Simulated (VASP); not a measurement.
Write the native input for VASP 6.6.1 that does the following.

| Property | Result |
| --- | --- |
| Task | single point |
| Functional | LDA |
| Potentials or basis | VASP PAW LDA potentials, release 64 (Cd) |
| Cutoff | 500 eV |
| k mesh | 9 × 9 × 9 |
| Occupations | fermi-dirac, width 0.05 eV |
| Spin | no spin polarisation |
| Dipole correction | no |
| Further INCAR settings | ALGO = Normal; EDIFF = 1e-06; NBANDS = 12 |

The structure of Cd lies in POSCAR:

```
Cd
1.0
    0.0000000000      2.0791127133      2.0791127133
    2.0791127133      0.0000000000      2.0791127133
    2.0791127133      2.0791127133      0.0000000000
Cd
1
Direct
    0.0000000000      0.0000000000      0.0000000000
```

This isn't the form of Cd at room conditions, which is hcp.

One way to write it, as run:

INCAR

```
SYSTEM = Cd
  ALGO = Normal
  EDIFF = 1E-6
  ENCUT = 500
  GGA_COMPAT = .FALSE.
  ISIF = 2
  ISMEAR = -1
  LASPH = .TRUE.
  LCHARG = .FALSE.
  LREAL = .FALSE.
  LWAVE = .FALSE.
  NBANDS = 12
  NELM = 120
  PREC = Accurate
  SIGMA = 0.05
```

KPOINTS

```
k-points
0
G
  9 9 9
  0 0 0
```

Potentials or basis: VASP PAW LDA potentials, release 64 (Cd).

Run with:

```sh
$ cat potpaw_LDA.64/Cd/POTCAR > POTCAR
$ mpirun -np 1 vasp_std > vasp.out
```

It gave:

```json
{"Pressure": "11.1 GPa", "Band gap on the k mesh": "zero (bands 6 and 7 overlap by 1.26 eV)"}
```

Caveat: the cell stands under pressure.

It took 4.2 s on 1 thread of Intel(R) Xeon(R) Platinum 8488C (Sapphire Rapids), with other jobs on the host, peak memory 0.12 GiB.
